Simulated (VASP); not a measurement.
# ZnS (P6_3mc) in VASP: notebook, part 2 of 2

VASP 6.6.1.

### 4 Single point, PBE

This run uses another cell than the first one, of the same volume but with other edges.

File INCAR:

```
SYSTEM = ZnS
  PREC = Accurate
  ENCUT = 520
  EDIFF = 1E-7
  ISMEAR = 0
  SIGMA = 0.05
  LREAL = .False.
  LASPH = .True.
  NELM = 80
  ALGO = Normal
  ISIF = 2
  LWAVE = .False.
  LCHARG = .False.
  GGA = PE
  NBANDS = 26
```

File KPOINTS:

```
Automatic mesh
0
Gamma
  9 9 4
  0 0 0
```

File POSCAR:

```
ZnS
1.0
    3.6187887550      0.0000000000      0.0000000000
   -1.8093943775      3.1339629928      0.0000000000
    0.0000000000      0.0000000000      7.1185193600
Zn S
2 2
Direct
    0.3333333333      0.6666666667      0.0052003725
    0.6666666667      0.3333333333      0.5052003725
    0.3333333333      0.6666666667      0.3797996275
    0.6666666667      0.3333333333      0.8797996275
```

Potentials or basis: VASP PAW PBE potentials, release 64 (Zn, S).

Started as:

```sh
> cat potpaw_PBE.64/Zn/POTCAR potpaw_PBE.64/S/POTCAR > POTCAR
> mpirun -np 1 vasp_std > vasp.out
```

OUTCAR:

```text
SYSTEM = ZnS
   PREC = Accurate
   ENCUT = 520
   EDIFF = 1E-7
   ISMEAR = 0
   LREAL = .False.
   LASPH = .True.
   NELM = 80
   ISIF = 2
   GGA = PE

 ion  position               nearest neighbor table
   1  0.333  0.667  0.005-   4 2.27   4 2.27   4 2.27   3 2.67
   2  0.667  0.333  0.505-   3 2.27   3 2.27   3 2.27   4 2.67
   3  0.333  0.667  0.380-   2 2.27   2 2.27   2 2.27   1 2.67
   4  0.667  0.333  0.880-   1 2.27   1 2.27   1 2.27   2 2.67

  LATTYP: Found a hexagonal cell.
 ALAT       =     3.6187887550
 C/A-ratio  =     1.9671000000

  Lattice vectors:

 A1 = (   3.6187887550,   0.0000000000,   0.0000000000)
 A2 = (  -1.8093943775,   3.1339629928,   0.0000000000)
 A3 = (   0.0000000000,   0.0000000000,   7.1185193600)

Analysis of symmetry for initial positions (statically):
=====================================================================
 Subroutine PRICEL returns:
 Original cell was already a primitive cell.

 Routine SETGRP: Setting up the symmetry group for a
 hexagonal supercell.

 Subroutine GETGRP returns: Found 12 space group operations
 (whereof  6 operations were pure point group operations)
 out of a pool of 24 trial point group operations.

The static configuration has the point symmetry C_3v.
 The point group associated with its full space group is C_6v.

Analysis of symmetry for dynamics (positions and initial velocities):
=====================================================================
 Subroutine PRICEL returns:
 Original cell was already a primitive cell.

 Routine SETGRP: Setting up the symmetry group for a
 hexagonal supercell.

 Subroutine GETGRP returns: Found 12 space group operations
 (whereof  6 operations were pure point group operations)
 out of a pool of 24 trial point group operations.
[... 121 lines left out ...]
   ISMEAR =     0;   SIGMA  =   0.05  broadening in eV -4-tet -1-fermi 0-gaus
   EFERMI_NEDOS =   21; number of points for ismear=-14 and -15
   IALGO  =     38    algorithm
   IMIX   =      4    mixing-type and parameters
     AMIX     =   0.40;   BMIX     =  1.00
     AMIX_MAG =   1.60;   BMIX_MAG =  1.00
  volume/ion in A,a.u.               =      20.18       136.20
  Fermi-wavevector in a.u.,A,eV,Ry     =   1.250720  2.363518 21.283599  1.564300
  Thomas-Fermi vector in A             =   2.384701
   LORBIT       =      0    0 simple, 1 ext, 2 COOP (PROOUT), +10 PAW based schemes
   GGA     = PE    functional components
   LHFCALC =     F    Hartree Fock is set to
   AEXX    =    0.0000 exact exchange contribution
   IVDW    =     0    specifies the selected vdW correction
   LEPSILON=     F    determine dielectric tensor
   LRPA    =     F    only Hartree local field effects (RPA)
 non-spin polarized calculation
 Gauss-broadening in eV      SIGMA  =   0.05
  energy-cutoff  :      520.00
  volume of cell :       80.73
 maximum number of plane-waves:      2198
 NGX is ok and might be reduce to    28

 number of electron      36.0000003 magnetization

 Free energy of the ion-electron system (eV)
  ---------------------------------------------------
  ext. energy  EPLUGINS =         0.00000000
  ---------------------------------------------------
  free energy    TOTEN  =       -13.07444904 eV

  energy without entropy =      -13.07444904  energy(sigma->0) =      -13.07444904

 E-fermi :   2.5132     XC(G=0):  -9.5107

 val. band max:        2.2424924695   @ k =   0.0000   0.0000   0.0000
 cond. band min:       3.4785022788   @ k =   0.0000   0.0000   0.0000
 fundamental gap:      1.2360098093
 Fermi energy:         2.5131840889

 k-point     1 :       0.0000    0.0000    0.0000
  band No.  band energies     occupation
      1     -11.1634      2.00000
      2     -10.6422      2.00000
      3      -4.4440      2.00000
      4      -4.4440      2.00000
      5      -4.4047      2.00000
      6      -4.4047      2.00000
[... 685 lines left out ...]
     25      11.8072      0.00000
     26      11.8091      0.00000

 [... further k-points ...]

------------------------ aborting loop because EDIFF is reached ----------------------------------------

  FORCE on cell =-STRESS in cart. coord.  units (eV):
  Direction    XX          YY          ZZ          XY          YZ          ZX
  --------------------------------------------------------------------------------------
  -------------------------------------------------------------------------------------
  Total        4.8658898      4.8658898     -4.5613341      0.0000000     -0.0000000     -0.0000000
  in kB       96.5664098     96.5664098    -90.5223254      0.0000000     -0.0000000     -0.0000000
  external PRESSURE =      34.2034981 kB  Pullay stress =       0.0000000 kB

 VOLUME and BASIS-vectors are now :
 -----------------------------------------------------------------------------
  energy-cutoff  :      520.00
  volume of cell :       80.73
      direct lattice vectors                 reciprocal lattice vectors
     3.618788755  0.000000000  0.000000000     0.276335555  0.159542407  0.000000000
    -1.809394378  3.133962993  0.000000000     0.000000000  0.319084814  0.000000000
     0.000000000  0.000000000  7.118519360     0.000000000  0.000000000  0.140478651

 POSITION                                       TOTAL-FORCE (eV/Angst)
 -----------------------------------------------------------------------------------
     -0.00000      2.08931      0.03702        -0.000000      0.000000      0.414121
      1.80939      1.04465      3.59628         0.000000     -0.000000      0.414121
     -0.00000      2.08931      2.70361        -0.000000      0.000000     -0.414121
      1.80939      1.04465      6.26287         0.000000     -0.000000     -0.414121
 -----------------------------------------------------------------------------------
    total drift:                               -0.000001     -0.000001      0.000431

  FREE ENERGIE OF THE ION-ELECTRON SYSTEM (eV)
  ---------------------------------------------------
  free  energy   TOTEN  =       -13.0744490378 eV

  energy  without entropy=      -13.0744490378  energy(sigma->0) =      -13.07444904
```

stdout:

```text
POSCAR found type information on POSCAR ZnS
 POSCAR found :  2 types and       4 ions
 scaLAPACK will be used
 LDA part: xc-table for (Slater+PW92), standard interpolation
 POSCAR, INCAR and KPOINTS ok, starting setup
 FFT: planning ... GRIDC
 FFT: planning ... GRID_SOFT
 FFT: planning ... GRID
 WAVECAR not read
 entering main loop
```

Run time: 84 s. Hardware: 1 thread of Intel Xeon 8259CL, shared host; peak memory 0.23 GiB.

Results:

| Property | Result |
| --- | --- |
| Free energy | -13.0744 eV |
| Pressure | 3.4 GPa |
| Largest force | 0.414 eV/Å |
| Band gap on the k mesh | 1.24 eV |

Forces in eV/Å, atoms in the order of the input:
```
Zn   0.000  0.000  0.414
Zn   0.000  0.000  0.414
S    0.000  0.000 -0.414
S    0.000  0.000 -0.414
```

Caveat: the cell stands under pressure; an odd mesh through Γ misses points on the zone boundary, where band edges can lie.

### 5 Single point, PBE

This run uses another cell than the first one, of the same volume but with other edges.

File INCAR:

```
SYSTEM = ZnS
PREC = Accurate
ENCUT = 520
EDIFF = 1E-7
ISMEAR = 0
SIGMA = 0.05
LREAL = .False.
LASPH = .True.
NELM = 80
ALGO = Normal
ISIF = 2
LWAVE = .False.
LCHARG = .False.
GGA = PE
NBANDS = 26
```

KPOINTS is that of step 4.

File POSCAR:

```
ZnS
1.0
    4.0333996051      0.0000000000      0.0000000000
   -2.0166998025      3.4930265216      0.0000000000
    0.0000000000      0.0000000000      5.7302508189
Zn S
2 2
Direct
    0.3333333333      0.6666666667      0.0052003725
    0.6666666667      0.3333333333      0.5052003725
    0.3333333333      0.6666666667      0.3665852179
    0.6666666667      0.3333333333      0.8665852179
```

Started as:

```sh
> cat potpaw_PBE.64/Zn/POTCAR potpaw_PBE.64/S/POTCAR > POTCAR
> mpirun -np 1 vasp_std > vasp.out
```

Wall time 98 s (1 thread of Intel Xeon 8259CL, shared host); peak memory 0.22 GiB.

Results (log left out):

* Free energy: -12.8698 eV
* Pressure: 5.3 GPa
* Largest force: 2.626 eV/Å
* Band gap on the k mesh: 2.13 eV

Forces on the atoms (eV/Å):
```
Zn   0.000  0.000 -2.626
Zn   0.000  0.000 -2.626
S    0.000  0.000  2.626
S    0.000  0.000  2.626
```

Stress tensor (GPa, compression positive):
```
-5.02  0.00  0.00
 0.00 -5.02  0.00
 0.00  0.00 25.88
```

Levels at points of the mesh, in eV from the valence-band top:
```
           k point  band 15  band 16  band 17  band 18  band 19  band 20  band 21  band 22
(0.00, 0.00, 0.00)    -1.41    -0.03    -0.03     0.00     2.13     2.30     5.81     5.81
(0.00, 0.00, 0.50)    -0.75    -0.75    -0.75    -0.75     3.22     3.22     6.30     6.30
```

Caveat: the cell stands under pressure; an odd mesh through Γ misses points on the zone boundary, where band edges can lie; forces of over 1 eV/Å act on the atoms, so gaps and moduli don't describe the material at rest.

### 6 Summary

```tsv
cell	gap on the mesh (eV)	pressure (GPa)	largest force (eV/Å)
a = 4.142, b = 4.142, c = 5.432 Å, angles 90.0, 90.0, 120.0°, 4 atoms, atomic positions A	1.68	7.4	3.18
a = 3.688, b = 3.688, c = 6.852 Å, angles 90.0, 90.0, 120.0°, 4 atoms, atomic positions B	1.22	-0.9	0.88
a = 3.619, b = 3.619, c = 7.119 Å, angles 90.0, 90.0, 120.0°, 4 atoms, atomic positions A	1.24	3.4	0.41
a = 4.033, b = 4.033, c = 5.730 Å, angles 90.0, 90.0, 120.0°, 4 atoms, atomic positions C	2.13	5.3	2.63
```

Alike in all rows: task single point; level PBE; potentials or basis VASP PAW PBE potentials, release 64 (Zn, S); no spin polarisation; k mesh 9 × 9 × 4; cutoff (eV) 520; smearing gaussian 0.05 eV.

Caveats: the cell stands under pressure (at least some runs); an odd mesh through Γ misses points on the zone boundary, where band edges can lie (at least some runs); forces of over 1 eV/Å act on the atoms, so gaps and moduli don't describe the material at rest (at least some runs).

Total energies depend on the potentials used, so only differences within one code and one set of settings carry meaning.
